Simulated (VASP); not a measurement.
A run of VASP 6.6.1 is set up as follows.

The input INCAR:

```
SYSTEM = EuFe3
ALGO = Normal
EDIFF = 1E-7
ENCUT = 520
GGA = PE
ISIF = 2
ISMEAR = 0
ISPIN = 2
LASPH = .True.
LCHARG = .True.
LELF = .True.
LMAXMIX = 6
LORBIT = 11
LREAL = .False.
LVHAR = .True.
LWAVE = .False.
MAGMOM = 7 -2.5 -2.5 -2.5
NBANDS = 32
NELM = 150
PREC = Accurate
SIGMA = 0.05
```

The input KPOINTS:

```
k-points
0
Gamma
  8 8 8
  0 0 0
```

File POSCAR:

```
EuFe3
1.0
    3.9628383107      0.0000000000      0.0000000000
    0.0000000000      3.9628383107      0.0000000000
    0.0000000000      0.0000000000      3.9628383107
Eu Fe
1 3
Direct
    0.0000000000      0.0000000000      0.0000000000
    0.0000000000      0.5000000000      0.5000000000
    0.5000000000      0.5000000000      0.0000000000
    0.5000000000      0.0000000000      0.5000000000
```

Potentials or basis: VASP PAW PBE potentials, release 64 (Eu, Fe).

The run is started by

```bash
$ cat potpaw_PBE.64/Eu/POTCAR potpaw_PBE.64/Fe/POTCAR > POTCAR
$ mpirun -np 1 vasp_std > vasp.out
```

Q: What does it give for the net moment?

A: -0.31 μB per cell.

Q: What does it give for the pressure?

A: 0.0 GPa.

Q: Estimate the site moments.

A: Eu +6.48; Fe -2.42 μB.

 The state reached can hang on the start; a lower one may exist.
